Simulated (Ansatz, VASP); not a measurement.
One calculation of ZnS, two programs

POSCAR

```
ZnS
1.0
    3.7594936861      0.0000000000      0.0000000000
   -1.8797468431      3.2558170375      0.0000000000
    0.0000000000      0.0000000000      6.1497464286
Zn S
2 2
Direct
    0.6666666667      0.3333333333      0.5000000000
    0.3333333333      0.6666666667      0.0000000000
    0.6666666667      0.3333333333      0.8850000000
    0.3333333333      0.6666666667      0.3850000000
```

INCAR.step1

```
PREC = Accurate ; ENCUT = 520
ISMEAR = -1 ; SIGMA = 0.05
LREAL = F ; LASPH = T
NELM = 80 ; NBANDS = 26
GGA = PE ; ALGO = Normal
EDIFF = 1E-4 ; LWAVE = T
LCHARG = F
```

The input INCAR.step2:

```
PREC = Accurate ; ENCUT = 520
EDIFF = 1E-6 ; ISMEAR = -1
SIGMA = 0.05 ; LREAL = F
LASPH = T ; NELM = 80
ALGO = Normal ; ISIF = 2
LWAVE = F ; LCHARG = F
METAGGA = R2SCAN ; LMIXTAU = T
IVDW = 13 ; VDW_S6 = 1.0
VDW_S8 = 0.6018749 ; VDW_A1 = 0.51559235
VDW_A2 = 5.77342911 ; NBANDS = 26
ISTART = 1
```

File KPOINTS:

```
regular mesh
0
Gamma
  8 8 5
```

input.yaml

```yaml
crystal:
  lattice:
    - [3.7594936861, 0.0, 0.0]
    - [-1.8797468431, 3.2558170375, 0.0]
    - [0.0, 0.0, 6.1497464286]
  atoms:
    - { symbol: Zn, position: [0.6666666667, 0.3333333333, 0.5] }
    - { symbol: Zn, position: [0.3333333333, 0.6666666667, 0.0] }
    - { symbol: S, position: [0.6666666667, 0.3333333333, 0.885] }
    - { symbol: S, position: [0.3333333333, 0.6666666667, 0.385] }
hamiltonian:
  xc: r2scan
  pseudopotentials: { kind: paw }
  dispersion: d4
kpoints:
  mp_grid: { grid: [8, 8, 5] }
scf:
  occupations: { method: fermi_dirac, width: 0.05 }
output:
  forces: true
  stress: true
  eigenvalues: true
```

Alike in both runs: task single point; functional r2SCAN; dispersion D4; k mesh 8 × 8 × 5; occupations fermi-dirac, width 0.05 eV; no spin polarisation.

|  | VASP | Ansatz |
| --- | --- | --- |
| version | VASP 6.6.1 | Ansatz 0.2.0 |
| potentials or method | VASP PAW PBE potentials, release 64 (Zn, S) | Ansatz PAW |
| plane-wave cutoff (eV) | 520 | 500 |
| valence electrons in the cell | 36 | 36 |

```tsv
	VASP	Ansatz	Ansatz less VASP
gap on the k mesh at the Fermi level (eV)	3.03	3.02	-0.013
least direct gap on the mesh (eV)	3.03	3.02	-0.013
pressure (GPa)	2.8	2.7	-0.10
traceless stress, the component that is largest in VASP (GPa)	-1.74	-1.69	+0.047
rms of the force components (eV/Å)	0.220	0.213	-0.0071
```

VASP's potentials were made for PBE, not for r2SCAN. Atom by atom the forces differ by 0.007 eV/Å (rms over components).

Noted on Ansatz's run: odd divisions of the mesh miss points on the zone boundary, where band edges often lie, so the gap on the mesh can be too wide.
